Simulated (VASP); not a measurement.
# CuO (Cc) in VASP: single point with PBEsol

Aim: the single point of CuO with PBEsol.

All numbers are computed with VASP 6.6.1; they aren't measurements. Logs are shortened: lines on timing, memory, paths and dates and some standing lists are left out, and cuts for length are marked.

## Step 1: The cell of the first run

Symmetry: Cc, No. 9, monoclinic system. The conventional cell has a = 4.689 Å, b = 3.427 Å, c = 5.132 Å, α = 90.00°, β = 99.65°, γ = 90.00°. Within 2.5 Å of Cu (site symmetry 1) lie 4 O at 1.91 to 2.02 Å. Within 2.5 Å of O (site symmetry 1) lie 4 Cu at 1.91 to 2.02 Å.

## Step 2: Single point, PBEsol, collinear spin, ferromagnetic start

Contents of INCAR:

```
SYSTEM = CuO
PREC = Accurate
ENCUT = 520
EDIFF = 1E-7
ISMEAR = 0
SIGMA = 0.1
LREAL = .FALSE.
LASPH = .TRUE.
NELM = 150
ALGO = Normal
ISIF = 2
LWAVE = .FALSE.
LCHARG = .TRUE.
ISPIN = 2
MAGMOM = 1 1 0 0
LORBIT = 11
LMAXMIX = 4
GGA = PS
LELF = .TRUE.
LVHAR = .TRUE.
NBANDS = 29
```

Contents of KPOINTS:

```
Automatic mesh
0
G
  6 6 4
  0 0 0
```

Contents of POSCAR:

```
CuO
1.0
    2.3446500000     -1.7134000000      0.0000000000
    2.3446500000      1.7134000000      0.0000000000
   -0.8605500000      0.0000000000      5.0594400000
Cu O
2 2
Direct
    0.0032000000      0.4968000000      0.0000000000
    0.4968000000      0.0032000000      0.5000000000
    0.5714000000      0.4056000000      0.2537000000
    0.4056000000      0.5714000000      0.7537000000
```

Potentials or basis: VASP PAW PBE potentials, release 64 (Cu, O).

Command:

```
cat potpaw_PBE.64/Cu/POTCAR potpaw_PBE.64/O/POTCAR > POTCAR
mpirun -np 1 vasp_std > vasp.out
```

OUTCAR:

```text
SYSTEM = CuO
   PREC = Accurate
   ENCUT = 520
   EDIFF = 1E-7
   ISMEAR = 0
   LREAL = .FALSE.
   LASPH = .TRUE.
   NELM = 150
   ISIF = 2
   ISPIN = 2
   LORBIT = 11
   GGA = PS

 ion  position               nearest neighbor table
   1  0.003  0.497  0.000-   4 1.91   3 1.93   4 1.98   3 2.02
   2  0.497  0.003  0.500-   3 1.91   4 1.93   3 1.98   4 2.02
   3  0.571  0.406  0.254-   2 1.91   1 1.93   2 1.98   1 2.02
   4  0.406  0.571  0.754-   1 1.91   2 1.93   1 1.98   2 2.02

  LATTYP: Found a base centered monoclinic cell.
 ALAT       =     4.6893000000
 B/A-ratio  =     0.7307700510
 C/A-ratio  =     1.0944283424
 COS(beta)  =    -0.1676798048

  Lattice vectors:

 A1 = (   2.3446500000,  -1.7134000000,   0.0000000000)
 A2 = (   2.3446500000,   1.7134000000,   0.0000000000)
 A3 = (  -0.8605500000,   0.0000000000,   5.0594400000)

Analysis of symmetry for initial positions (statically):
=====================================================================
 Subroutine PRICEL returns:
 Original cell was already a primitive cell.

 Routine SETGRP: Setting up the symmetry group for a
 base centered monoclinic supercell.

 Subroutine GETGRP returns: Found  2 space group operations
 (whereof  1 operations were pure point group operations)
 out of a pool of  4 trial point group operations.

The static configuration has the point symmetry C_1 .
 The point group associated with its full space group is C_1h.

Analysis of symmetry for dynamics (positions and initial velocities):
=====================================================================
 Subroutine PRICEL returns:
 Original cell was already a primitive cell.

 Routine SETGRP: Setting up the symmetry group for a
 base centered monoclinic supercell.

 Subroutine GETGRP returns: Found  2 space group operations
 (whereof  1 operations were pure point group operations)
 out of a pool of  4 trial point group operations.

The dynamic configuration has the point symmetry C_1 .
 The point group associated with its full space group is C_1h.

Analysis of structural, dynamic, and magnetic symmetry:
=====================================================================
 Subroutine PRICEL returns:
 Original cell was already a primitive cell.

 Routine SETGRP: Setting up the symmetry group for a
 base centered monoclinic supercell.

 Subroutine GETGRP returns: Found  2 space group operations
 (whereof  1 operations were pure point group operations)
 out of a pool of  4 trial point group operations.

The overall configuration has the point symmetry C_1 .
 The point group associated with its full space group is C_1h.

 Subroutine INISYM returns: Found  2 space group operations
 (whereof  1 operations are pure point group operations),
 and found     1 'primitive' translations

----------------------------------------------------------------------------------------

                                     Primitive cell

  volume of cell :      40.6508

  direct lattice vectors                    reciprocal lattice vectors
     2.344650000 -1.713400000  0.000000000     0.213251445 -0.291817439  0.036271510
     2.344650000  1.713400000  0.000000000     0.213251445  0.291817439  0.036271510
    -0.860550000  0.000000000  5.059440000     0.000000000  0.000000000  0.197650333

  length of vectors
     2.903984019  2.903984019  5.132102826     0.363248151  0.363248151  0.197650333

  position of ions in fractional coordinates (direct lattice)
     0.003200000  0.496800000  0.000000000
     0.496800000  0.003200000  0.500000000
     0.571400000  0.405600000  0.253700000
     0.405600000  0.571400000  0.753700000

  ion indices of the primitive-cell ions
   primitive index   ion index
                 1           1
                 2           2
                 3           3
                 4           4

----------------------------------------------------------------------------------------

 KPOINTS: Automatic mesh

Automatic generation of k-mesh.
 Grid dimensions read from file:
 generate k-points for:    6    6    4

 Generating k-lattice:

  Cartesian coordinates                     Fractional coordinates (reciprocal lattice)
     0.035541907 -0.048636240  0.006045252     0.166666667 -0.000000000  0.000000000
     0.035541907  0.048636240  0.006045252    -0.000000000  0.166666667  0.000000000
     0.000000000  0.000000000  0.049412583     0.000000000  0.000000000  0.250000000

  Length of vectors
     0.060541358  0.060541358  0.049412583

  Shift w.r.t. Gamma in fractional coordinates (k-lattice)
     0.000000000  0.000000000  0.000000000

 Subroutine IBZKPT returns following result:
 ===========================================

 Found     47 irreducible k-points:

 Following reciprocal coordinates:
            Coordinates               Weight
  0.000000  0.000000  0.000000      1.000000
  0.166667  0.000000 -0.000000      4.000000
  0.333333 -0.000000  0.000000      4.000000
  0.500000  0.000000  0.000000      2.000000
  0.166667  0.166667 -0.000000      2.000000
  0.333333  0.166667  0.000000      4.000000
[... 16 lines left out ...]
 -0.333333  0.166667  0.250000      4.000000
 -0.166667  0.166667  0.250000      4.000000
 [... further k-points ...]
   k-points           NKPTS =     47   k-points in BZ     NKDIM =     47   number of bands    NBANDS=     29
   number of dos      NEDOS =    301   number of ions     NIONS =      4
   total plane-waves  NPLWV =  23040
   dimension x,y,z NGX =    24 NGY =   24 NGZ =   40
   dimension x,y,z NGXF=    48 NGYF=   48 NGZF=   80
   ions per type =               2   2
   NGX,Y,Z   is equivalent  to a cutoff of  13.74, 13.74, 12.96 a.u.
   NGXF,Y,Z  is equivalent  to a cutoff of  27.48, 27.48, 25.91 a.u.
 SYSTEM =  CuO
   PREC   = accura    normal or accurate (medium, high low for compatibility)
   ISTART =      0    job   : 0-new  1-cont  2-samecut
   ICHARG =      2    charge: 1-file 2-atom 10-const
   ISPIN  =      2    spin polarized calculation?
   LNONCOLLINEAR =      F non collinear calculations
   LSORBIT =      F    spin-orbit coupling
   LASPH  =      T    aspherical Exc in radial PAW
   ENCUT  =  520.0 eV  38.22 Ry    6.18 a.u.   5.40  5.40  9.54*2*pi/ulx,y,z
   NELM   =    150;   NELMIN=  2; NELMDL= -5     # of ELM steps
   EDIFF  = 0.1E-06   stopping-criterion for ELM
   LREAL  =      F    real-space projection
   EDIFFG = 0.1E-05   stopping-criterion for IOM
   NSW    =      0    number of steps for IOM
   IBRION =     -1    ionic relax: 0-MD 1-quasi-New 2-CG
   NFREE  =      0    steps in history (QN), initial steepest desc. (CG)
   ISIF   =      2    stress and relaxation
   ISYM   =      2    0-nonsym 1-usesym 2-fastsym
   POTIM  = 0.5000    time-step for ionic-motion
   TEBEG  =    0.0;   TEEND  =   0.0 temperature during run
   PSTRESS=    0.0 pullay stress
   NELECT =      34.0000    total number of electrons
   NUPDOWN=      -1.0000    fix difference up-down
   EMIN   =  10.00;   EMAX   =-10.00  energy-range for DOS
   EFERMI =   0.00;   METHOD = LEGACY
   ISMEAR =     0;   SIGMA  =   0.10  broadening in eV -4-tet -1-fermi 0-gaus
   EFERMI_NEDOS =   21; number of points for ismear=-14 and -15
   IALGO  =     38    algorithm
   IMIX   =      4    mixing-type and parameters
     AMIX     =   0.40;   BMIX     =  1.00
     AMIX_MAG =   1.60;   BMIX_MAG =  1.00
  volume/ion in A,a.u.               =      10.16        68.58
  Fermi-wavevector in a.u.,A,eV,Ry     =   1.542451  2.914810 32.370373  2.379155
  Thomas-Fermi vector in A             =   2.648254
   LORBIT       =     11    0 simple, 1 ext, 2 COOP (PROOUT), +10 PAW based schemes
   GGA     = PS    functional components
   LHFCALC =     F    Hartree Fock is set to
   AEXX    =    0.0000 exact exchange contribution
   IVDW    =     0    specifies the selected vdW correction
   LEPSILON=     F    determine dielectric tensor
   LRPA    =     F    only Hartree local field effects (RPA)
 spin polarized calculation
 Gauss-broadening in eV      SIGMA  =   0.10
  energy-cutoff  :      520.00
  volume of cell :       40.65
 maximum number of plane-waves:      1129
 NGX is ok and might be reduce to    24
   NGX = 11   NGY = 11   NGZ = 19

 number of electron      33.9999999 magnetization       0.0092175

 number of electron      33.9999999 magnetization      -0.0003113

 Free energy of the ion-electron system (eV)
  ---------------------------------------------------
  ext. energy  EPLUGINS =         0.00000000
  ---------------------------------------------------
  free energy    TOTEN  =       -21.29998555 eV

  energy without entropy =      -21.28666832  energy(sigma->0) =      -21.29332693

 E-fermi :   5.5040     XC(G=0): -12.1682

 val. band max:        5.5005558920   @ k =   0.1667   0.0000  -0.0000
 cond. band min:       5.5087894716   @ k =  -0.3333   0.0000   0.2500
 fundamental gap:      0.0082335796
 Fermi energy:         5.5039974471

 spin component 1

 k-point     1 :       0.0000    0.0000    0.0000
  band No.  band energies     occupation
      1     -14.3294      1.00000
      2     -12.9833      1.00000
      3      -2.6739      1.00000
      4      -0.0450      1.00000
      5       0.3191      1.00000
      6       2.1267      1.00000
[... 757 lines left out ...]
     28      27.5014      0.00000
     29      27.8330      0.00000

 [... further k-points ...]

 spin component 2

 k-point     1 :       0.0000    0.0000    0.0000
  band No.  band energies     occupation
      1     -14.3294      1.00000
      2     -12.9834      1.00000
      3      -2.6740      1.00000
      4      -0.0451      1.00000
      5       0.3190      1.00000
      6       2.1266      1.00000
[... 757 lines left out ...]
     28      27.5014      0.00000
     29      27.8330      0.00000

 [... further k-points ...]

------------------------ aborting loop because EDIFF is reached ----------------------------------------

  FORCE on cell =-STRESS in cart. coord.  units (eV):
  Direction    XX          YY          ZZ          XY          YZ          ZX
  --------------------------------------------------------------------------------------
  -------------------------------------------------------------------------------------
  Total       -0.6001918     -0.0300640     -0.8999492      0.0000000      0.0000000     -0.2911158
  in kB      -23.6554600     -1.1849174    -35.4698502      0.0000000      0.0000000    -11.4737979
  external PRESSURE =     -20.1034092 kB  Pullay stress =       0.0000000 kB

 VOLUME and BASIS-vectors are now :
 -----------------------------------------------------------------------------
  energy-cutoff  :      520.00
  volume of cell :       40.65
      direct lattice vectors                 reciprocal lattice vectors
     2.344650000 -1.713400000  0.000000000     0.213251445 -0.291817439  0.036271510
     2.344650000  1.713400000  0.000000000     0.213251445  0.291817439  0.036271510
    -0.860550000  0.000000000  5.059440000     0.000000000  0.000000000  0.197650333

 POSITION                                       TOTAL-FORCE (eV/Angst)
 -----------------------------------------------------------------------------------
      1.17233      0.84573      0.00000        -0.601143      0.337846      0.234394
      0.74205     -0.84573      2.52972        -0.601143     -0.337846      0.234394
      2.07240     -0.28408      1.28358         0.601143      0.390833     -0.234394
      1.64213      0.28408      3.81330         0.601143     -0.390833     -0.234394
 -----------------------------------------------------------------------------------
    total drift:                               -0.000217      0.000000     -0.000537

  FREE ENERGIE OF THE ION-ELECTRON SYSTEM (eV)
  ---------------------------------------------------
  free  energy   TOTEN  =       -21.2999855466 eV

  energy  without entropy=      -21.2866683162  energy(sigma->0) =      -21.29332693

 total charge

# of ion       s       p       d       tot
------------------------------------------
    1        0.385   0.393   9.139   9.917
    2        0.385   0.393   9.139   9.917
    3        1.572   3.361   0.000   4.933
    4        1.572   3.361   0.000   4.933
--------------------------------------------------
tot          3.912   7.509  18.278  29.700

 magnetization (x)

# of ion       s       p       d       tot
------------------------------------------
    1        0.000  -0.000  -0.000  -0.000
    2        0.000  -0.000  -0.000  -0.000
    3       -0.000  -0.000   0.000  -0.000
    4       -0.000  -0.000   0.000  -0.000
--------------------------------------------------
tot         -0.000  -0.000  -0.000  -0.000
```

Wall time 2.1 min (1 thread of AMD EPYC 7R13 (Zen 3), shared host); peak memory 0.2 GiB.

Results:

* Free energy: -21.3000 eV
* Pressure: -2.0 GPa
* Largest force: 0.754 eV/Å
* Band gap on the k mesh: zero (filled and empty bands overlap)
* Net moment: 0.00 μB per cell
* Valence electrons inside the program's atomic spheres: Cu 9.92; O 4.93

Forces on the atoms (eV/Å):
```
Cu  -0.601  0.338  0.234
Cu  -0.601 -0.338  0.234
O    0.601  0.391 -0.234
O    0.601 -0.391 -0.234
```

Stress tensor (GPa, compression positive):
```
-2.37  0.00 -1.15
 0.00 -0.12  0.00
-1.15  0.00 -3.55
```

Caveat: the k points lie up to 0.38 Å⁻¹ apart; the PAW data sets were made with another functional, which shifts forces and pressure a little; semilocal functionals often make such compounds metallic where correlation or magnetic order opens a gap, which also shifts bond lengths.
